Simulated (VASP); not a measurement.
# InSe (R3m) in VASP: single point with PBEsol+D3(BJ)

Aim: the single point of InSe with PBEsol+D3(BJ).

Program: VASP 6.6.1. These are calculated values, not measurements. Logs are shortened: lines on timing, memory, paths and dates and some standing lists are left out, and cuts for length are marked.

**Measured values to compare with.**

From “The Interaction of Hydrogen with the van der Waals Crystal γ-InSe”, 2020, pmc:7321205, for a bulk crystal of InSe at 300 K: band gap 1.25 eV.

How close the calculation comes is told below.

## Step 1: The cell of the first run

Symmetry: R3m, No. 160, trigonal system. Conventional cell: a = 3.961 Å, b = 3.961 Å, c = 24.181 Å, α = 90.00°, β = 90.00°, γ = 120.00°. Within 3.5 Å of In (site symmetry 3m) lie 3 Se at 2.63 Å and 1 In at 2.75 Å. Within 3.5 Å of In (site symmetry 3m) lie 3 Se at 2.62 Å and 1 In at 2.75 Å. Se (site symmetry 3m) has 3 In at 2.63 Å and 3 Se at 3.56 Å within 3.6 Å. Se (site symmetry 3m) has 3 In at 2.62 Å and 3 Se at 3.56 Å within 3.6 Å.

## Step 2: Single point, PBEsol+D3(BJ)

Contents of INCAR:

```
PREC = Accurate
ENCUT = 520
EDIFF = 1E-7
ISMEAR = 0
SIGMA = 0.02
LREAL = F
LASPH = T
NELM = 60
ALGO = Normal
ISIF = 2
LWAVE = F
LCHARG = F
GGA = PS
IVDW = 12
NBANDS = 27
```

Contents of KPOINTS:

```
regular mesh
0
Gamma
  12 12 12
```

Contents of POSCAR:

```
InSe
1.0
    1.9803062199      1.1433303292      8.0603560240
   -1.9803062199      1.1433303292      8.0603560240
    0.0000000000     -2.2866606583      8.0603560240
In Se
2 2
Direct
   -0.0011442417     -0.0011442417     -0.0011442417
    0.1125312858      0.1125312858      0.1125312858
    0.6121895062      0.6121895062      0.6121895062
    0.8324234497      0.8324234497      0.8324234497
```

Potentials or basis: VASP PAW PBE potentials, release 64 (In_d, Se).

Run with:

```sh
$ cat potpaw_PBE.64/In_d/POTCAR potpaw_PBE.64/Se/POTCAR > POTCAR
$ mpirun -np 1 vasp_std > vasp.out
```

OUTCAR:

```text
PREC = Accurate
   ENCUT = 520
   EDIFF = 1E-7
   ISMEAR = 0
   LREAL = F
   LASPH = T
   NELM = 60
   ISIF = 2
   GGA = PS
   IVDW = 12
 IVDW          = 12

 ion  position               nearest neighbor table
   1  0.999  0.999  0.999-   3 2.63   3 2.63   3 2.63   2 2.75
   2  0.113  0.113  0.113-   4 2.62   4 2.62   4 2.62   1 2.75
   3  0.612  0.612  0.612-   1 2.63   1 2.63   1 2.63
   4  0.832  0.832  0.832-   2 2.62   2 2.62   2 2.62

  LATTYP: Found a trigonal (rhomboedric) cell.
 ALAT       =     8.3784339945
 COS(alpha) =     0.8882702072

  Lattice vectors:

 A1 = (   1.9803062199,   1.1433303292,   8.0603560240)
 A2 = (  -1.9803062199,   1.1433303292,   8.0603560240)
 A3 = (   0.0000000000,  -2.2866606583,   8.0603560240)

Analysis of symmetry for initial positions (statically):
=====================================================================
 Subroutine PRICEL returns:
 Original cell was already a primitive cell.

 Routine SETGRP: Setting up the symmetry group for a
 trigonal (rhombohedral) supercell.

 Subroutine GETGRP returns: Found  6 space group operations
 (whereof  6 operations were pure point group operations)
 out of a pool of 12 trial point group operations.

The static configuration has the point symmetry C_3v.

Analysis of symmetry for dynamics (positions and initial velocities):
=====================================================================
 Subroutine PRICEL returns:
 Original cell was already a primitive cell.

 Routine SETGRP: Setting up the symmetry group for a
 trigonal (rhombohedral) supercell.

 Subroutine GETGRP returns: Found  6 space group operations
 (whereof  6 operations were pure point group operations)
 out of a pool of 12 trial point group operations.

The dynamic configuration has the point symmetry C_3v.

 Subroutine INISYM returns: Found  6 space group operations
 (whereof  6 operations are pure point group operations),
 and found     1 'primitive' translations

----------------------------------------------------------------------------------------

                                     Primitive cell

  volume of cell :     109.4988

  direct lattice vectors                    reciprocal lattice vectors
     1.980306220  1.143330329  8.060356024     0.252486204  0.145772978  0.041354666
    -1.980306220  1.143330329  8.060356024    -0.252486204  0.145772978  0.041354666
     0.000000000 -2.286660658  8.060356024     0.000000000 -0.291545956  0.041354666

  length of vectors
     8.378433994  8.378433994  8.378433994     0.294464349  0.294464349  0.294464349

  position of ions in fractional coordinates (direct lattice)
     0.998855758  0.998855758  0.998855758
     0.112531286  0.112531286  0.112531286
     0.612189506  0.612189506  0.612189506
     0.832423450  0.832423450  0.832423450

  ion indices of the primitive-cell ions
   primitive index   ion index
                 1           1
                 2           2
                 3           3
                 4           4

----------------------------------------------------------------------------------------

 KPOINTS: regular mesh

Automatic generation of k-mesh.
 Grid dimensions read from file:
 generate k-points for:   12   12   12

 Generating k-lattice:

  Cartesian coordinates                     Fractional coordinates (reciprocal lattice)
     0.021040517  0.012147748  0.003446222     0.083333333  0.000000000  0.000000000
    -0.021040517  0.012147748  0.003446222     0.000000000  0.083333333  0.000000000
     0.000000000 -0.024295496  0.003446222     0.000000000  0.000000000  0.083333333

  Length of vectors
     0.024538696  0.024538696  0.024538696

  Shift w.r.t. Gamma in fractional coordinates (k-lattice)
     0.000000000  0.000000000  0.000000000

 Subroutine IBZKPT returns following result:
 ===========================================

 Found    189 irreducible k-points:

 Following reciprocal coordinates:
            Coordinates               Weight
  0.000000  0.000000  0.000000      1.000000
  0.083333  0.000000  0.000000      6.000000
  0.166667  0.000000 -0.000000      6.000000
  0.250000  0.000000 -0.000000      6.000000
  0.333333  0.000000 -0.000000      6.000000
  0.416667 -0.000000 -0.000000      6.000000
[... 16 lines left out ...]
  0.500000  0.166667 -0.000000     12.000000
 -0.416667  0.166667  0.000000     12.000000
 [... further k-points ...]
   k-points           NKPTS =    189   k-points in BZ     NKDIM =    189   number of bands    NBANDS=     27
   number of dos      NEDOS =    301   number of ions     NIONS =      4
   total plane-waves  NPLWV = 262144
   dimension x,y,z NGX =    64 NGY =   64 NGZ =   64
   dimension x,y,z NGXF=   128 NGYF=  128 NGZF=  128
   ions per type =               2   2
   NGX,Y,Z   is equivalent  to a cutoff of  12.70, 12.70, 12.70 a.u.
   NGXF,Y,Z  is equivalent  to a cutoff of  25.40, 25.40, 25.40 a.u.
 SYSTEM =  unknown system
   PREC   = accura    normal or accurate (medium, high low for compatibility)
   ISTART =      0    job   : 0-new  1-cont  2-samecut
   ICHARG =      2    charge: 1-file 2-atom 10-const
   ISPIN  =      1    spin polarized calculation?
   LNONCOLLINEAR =      F non collinear calculations
   LSORBIT =      F    spin-orbit coupling
   LASPH  =      T    aspherical Exc in radial PAW
   ENCUT  =  520.0 eV  38.22 Ry    6.18 a.u.  15.58 15.58 15.58*2*pi/ulx,y,z
   NELM   =     60;   NELMIN=  2; NELMDL= -5     # of ELM steps
   EDIFF  = 0.1E-06   stopping-criterion for ELM
   LREAL  =      F    real-space projection
   EDIFFG = 0.1E-05   stopping-criterion for IOM
   NSW    =      0    number of steps for IOM
   IBRION =     -1    ionic relax: 0-MD 1-quasi-New 2-CG
   NFREE  =      0    steps in history (QN), initial steepest desc. (CG)
   ISIF   =      2    stress and relaxation
   ISYM   =      2    0-nonsym 1-usesym 2-fastsym
   POTIM  = 0.5000    time-step for ionic-motion
   TEBEG  =    0.0;   TEEND  =   0.0 temperature during run
   PSTRESS=    0.0 pullay stress
   NELECT =      38.0000    total number of electrons
   NUPDOWN=      -1.0000    fix difference up-down
   EMIN   =  10.00;   EMAX   =-10.00  energy-range for DOS
   EFERMI =   0.00;   METHOD = LEGACY
   ISMEAR =     0;   SIGMA  =   0.02  broadening in eV -4-tet -1-fermi 0-gaus
   EFERMI_NEDOS =   21; number of points for ismear=-14 and -15
   IALGO  =     38    algorithm
   IMIX   =      4    mixing-type and parameters
     AMIX     =   0.40;   BMIX     =  1.00
     AMIX_MAG =   1.60;   BMIX_MAG =  1.00
  volume/ion in A,a.u.               =      27.37       184.73
  Fermi-wavevector in a.u.,A,eV,Ry     =   1.150446  2.174027 18.007660  1.323526
  Thomas-Fermi vector in A             =   2.287110
   LORBIT       =      0    0 simple, 1 ext, 2 COOP (PROOUT), +10 PAW based schemes
   GGA     = PS    functional components
   LHFCALC =     F    Hartree Fock is set to
   AEXX    =    0.0000 exact exchange contribution
   IVDW    =    12    specifies the selected vdW correction
   LEPSILON=     F    determine dielectric tensor
   LRPA    =     F    only Hartree local field effects (RPA)
 non-spin polarized calculation
 Gauss-broadening in eV      SIGMA  =   0.02
  energy-cutoff  :      520.00
  volume of cell :      109.50
 maximum number of plane-waves:      2987
 NGX is ok and might be reduce to    64
   NGX = 31   NGY = 31   NGZ = 31

 number of electron      37.9999999 magnetization

 Free energy of the ion-electron system (eV)
  ---------------------------------------------------
  ext. energy  EPLUGINS =         0.00000000
  ---------------------------------------------------
  free energy    TOTEN  =       -15.55805482 eV

  energy without entropy =      -15.55805482  energy(sigma->0) =      -15.55805482

 E-fermi :   4.7769     XC(G=0):  -9.4398

 val. band max:        4.7026132341   @ k =   0.5000   0.5000   0.5000
 cond. band min:       5.0324703145   @ k =   0.5000   0.5000   0.5000
 fundamental gap:      0.3298570803
 Fermi energy:         4.7768661840

 k-point     1 :       0.0000    0.0000    0.0000
  band No.  band energies     occupation
      1     -10.2093      2.00000
      2      -9.9949      2.00000
      3      -9.9949      2.00000
      4      -9.8970      2.00000
      5      -9.8970      2.00000
      6      -9.8883      2.00000
[... 19 lines left out ...]
     26      10.0862      0.00000
     27      12.3479      0.00000

 k-point     2 :       0.0833    0.0000    0.0000
  band No.  band energies     occupation
      1     -10.2097      2.00000
      2     -10.0357      2.00000
      3      -9.9937      2.00000
      4      -9.9337      2.00000
      5      -9.8914      2.00000
      6      -9.8909      2.00000
[... 19 lines left out ...]
     26      10.2672      0.00000
     27      12.3349      0.00000

 k-point     3 :       0.1667    0.0000   -0.0000
  band No.  band energies     occupation
      1     -10.2192      2.00000
      2     -10.1096      2.00000
      3     -10.0159      2.00000
      4      -9.9917      2.00000
      5      -9.8974      2.00000
      6      -9.8759      2.00000
[... 19 lines left out ...]
     26      10.6778      0.00000
     27      11.5314      0.00000

 k-point     4 :       0.2500    0.0000   -0.0000
  band No.  band energies     occupation
      1     -10.2627      2.00000
      2     -10.1456      2.00000
      3     -10.1038      2.00000
      4      -9.9910      2.00000
      5      -9.9060      2.00000
      6      -9.8549      2.00000
[... 19 lines left out ...]
     26      11.0399      0.00000
     27      11.4080      0.00000
[... 516 lines left out ...]
      4     -10.0027      2.00000
      5      -9.9051      2.00000
      6      -9.8378      2.00000
[... 19 lines left out ...]
     26      11.2989      0.00000
     27      11.6947      0.00000

 k-point    23 :       0.5000    0.1667   -0.0000
  band No.  band energies     occupation
      1     -10.3552      2.00000
      2     -10.2360      2.00000
      3     -10.1426      2.00000
      4     -10.0073      2.00000
      5      -9.9068      2.00000
      6      -9.8282      2.00000
[... 19 lines left out ...]
     26      11.5591      0.00000
     27      12.1813      0.00000

 k-point    24 :      -0.4167    0.1667    0.0000
  band No.  band energies     occupation
      1     -10.3670      2.00000
      2     -10.2468      2.00000
      3     -10.1414      2.00000
      4     -10.0090      2.00000
      5      -9.9074      2.00000
      6      -9.8247      2.00000
[... 19 lines left out ...]
     26      11.6783      0.00000
     27      12.4796      0.00000

 [... further k-points ...]

------------------------ aborting loop because EDIFF is reached ----------------------------------------

 Edisp (eV)   -1.23775

 E8    (eV) :    -0.8441

  FORCE on cell =-STRESS in cart. coord.  units (eV):
  Direction    XX          YY          ZZ          XY          YZ          ZX
  --------------------------------------------------------------------------------------
  -------------------------------------------------------------------------------------
  Total       0.06101     0.06101     0.04885     0.00000     0.00000     0.00000
  in kB       0.89264     0.89264     0.71475     0.00000     0.00000     0.00000
  external pressure =        0.83 kB  Pullay stress =        0.00 kB

 VOLUME and BASIS-vectors are now :
 -----------------------------------------------------------------------------
  energy-cutoff  :      520.00
  volume of cell :      109.50
      direct lattice vectors                 reciprocal lattice vectors
     1.980306220  1.143330329  8.060356024     0.252486204  0.145772978  0.041354666
    -1.980306220  1.143330329  8.060356024    -0.252486204  0.145772978  0.041354666
     0.000000000 -2.286660658  8.060356024     0.000000000 -0.291545956  0.041354666

 POSITION                                       TOTAL-FORCE (eV/Angst)
 -----------------------------------------------------------------------------------
      0.00000      0.00000     24.15340         0.000000      0.000000      0.021539
      0.00000      0.00000      2.72113         0.000000     -0.000000     -0.021425
      0.00000      0.00000     14.80340         0.000000     -0.000000     -0.020592
      0.00000      0.00000     20.12889         0.000000      0.000000      0.020478
 -----------------------------------------------------------------------------------
    total drift:                               -0.000000     -0.000000     -0.000387

  FREE ENERGIE OF THE ION-ELECTRON SYSTEM (eV)
  ---------------------------------------------------
  free  energy   TOTEN  =       -16.7958047076 eV

  energy  without entropy=      -16.7958047076  energy(sigma->0) =      -16.79580471
```

Wall time 40 min (1 thread of Intel Xeon Platinum 8488C (Sapphire Rapids), shared host); peak memory 0.86 GiB.

What came out:

```yaml
Free_energy: -16.7958 eV
Pressure: 0.1 GPa
Largest_force: 0.022 eV/Å
Band_gap_on_the_k_mesh: 0.33 eV
Dispersion_energy_per_atom: -0.309 eV
```

Forces on the atoms (eV/Å):
```
In   0.000  0.000  0.022
In   0.000  0.000 -0.021
Se   0.000  0.000 -0.021
Se   0.000  0.000  0.020
```

Caveat: the PAW data sets were made with another functional, which shifts forces and pressure a little; spin-orbit coupling is left out, which moves the levels of the heavy elements.

## Step 3: How close it comes

Step 2. Measured gap of InSe: 1.25 eV (300 K; “The Interaction of Hydrogen with the van der Waals Crystal γ-InSe”, 2020, pmc:7321205). This calculation gives 0.33 eV (-0.92 eV). Spin-orbit coupling on In, Se is left out. The value is that of PBEsol+D3(BJ) on a finite k mesh, which can miss the band edges, without temperature or zero-point motion. Semilocal functionals fall short of measured gaps as a rule.
